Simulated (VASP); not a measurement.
Write the native input for VASP 6.6.1 that does the following.

```
Task                   : relaxation of cell and atoms
Functional             : PBEsol
Potentials or basis    : VASP PAW PBE potentials, release 64 (Zr_sv)
Cutoff                 : 600 eV
k mesh                 : 10 × 10 × 16
Occupations            : gaussian, width 0.05 eV
Spin                   : no spin polarisation
Dipole correction      : no
Further INCAR settings : ALGO = Fast; EDIFF = 1e-06; IBRION = 2; EDIFFG = -0.01; NSW = 80; ISIF = 3
```

The structure of Zr lies in POSCAR:

```
Zr
1.0
    5.0330000000      0.0000000000      0.0000000000
   -2.5165000000      4.3587058572      0.0000000000
    0.0000000000      0.0000000000      3.1320000000
Zr
3
Direct
    0.0000000000      0.0000000000      0.0000000000
    0.3333333333      0.6666666667      0.5000000000
    0.6666666667      0.3333333333      0.5000000000
```

This isn't the form of Zr at room conditions, which is hcp.

The input as run:

INCAR

```
SYSTEM = Zr
  PREC = Accurate
  ENCUT = 600
  EDIFF = 1E-6
  ISMEAR = 0
  SIGMA = 0.05
  LREAL = .False.
  LASPH = .True.
  NELM = 60
  ALGO = Fast
  ISIF = 3
  LWAVE = .False.
  LCHARG = .False.
  GGA = PS
  IBRION = 2
  NSW = 80
  EDIFFG = -0.01
```

KPOINTS

```
Automatic mesh
0
Gamma
  10 10 16
  0 0 0
```

Potentials or basis: VASP PAW PBE potentials, release 64 (Zr_sv).

Run with:

```console
$ cat potpaw_PBE.64/Zr_sv/POTCAR > POTCAR
$ mpirun -np 1 vasp_std > vasp.out
```

It gave:

```
Relaxed volume                        : 22.21 Å³/atom
Relaxed cell                          : a = 4.973 Å, b = 4.973 Å, c = 3.110 Å, α = 90.00°, β = 90.00°, γ = 120.00°
Space group after relaxing (to 0.1 Å) : P6/mmm (No. 191)
Energy gained by relaxing             : 6.7 meV/atom
Ionic steps                           : 5
Pressure after relaxing               : 0.1 GPa
Band gap on the k mesh                : zero (bands 18 and 19 overlap by 0.64 eV)
```

Caveat: the PAW data sets were made with another functional, which shifts forces and pressure a little.

Run time: 17 min on 1 thread of Oxide Virtual Turin-like Processor, on a shared host, peak memory 0.31 GiB.
